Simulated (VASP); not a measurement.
Here is a VASP 6.6.1 calculation.

The input INCAR:

```
PREC = Accurate
ENCUT = 600
EDIFF = 1E-8
ISMEAR = 0
SIGMA = 0.01
LREAL = False
LASPH = True
NELM = 120
ALGO = Normal
ISIF = 2
LWAVE = False
LCHARG = False
GGA = PE
NBANDS = 16
IBRION = 8
NSW = 1
GGA_COMPAT = False
```

Contents of KPOINTS:

```
Automatic mesh
0
Gamma
  5 5 3
```

POSCAR

```
Mg3Sb2
1.0
    4.5820000000      0.0000000000      0.0000000000
   -2.2910000000      3.9681284000      0.0000000000
    0.0000000000      0.0000000000      7.2440000000
Mg Sb
3 2
Direct
    0.3333333333      0.6666666667      0.6300000000
    0.6666666667      0.3333333333      0.3700000000
    0.0000000000      0.0000000000      0.0000000000
    0.3333333333      0.6666666667      0.2350000000
    0.6666666667      0.3333333333      0.7650000000
```

Potentials or basis: VASP PAW PBE potentials, release 64 (Mg, Sb).

Launch:

```sh
$ cat potpaw_PBE.64/Mg/POTCAR potpaw_PBE.64/Sb/POTCAR > POTCAR
$ mpirun -np 1 vasp_std > vasp.out
```

(1) What does it give for the highest phonon frequency at Γ?

## Answers

(1) 256 cm⁻¹.
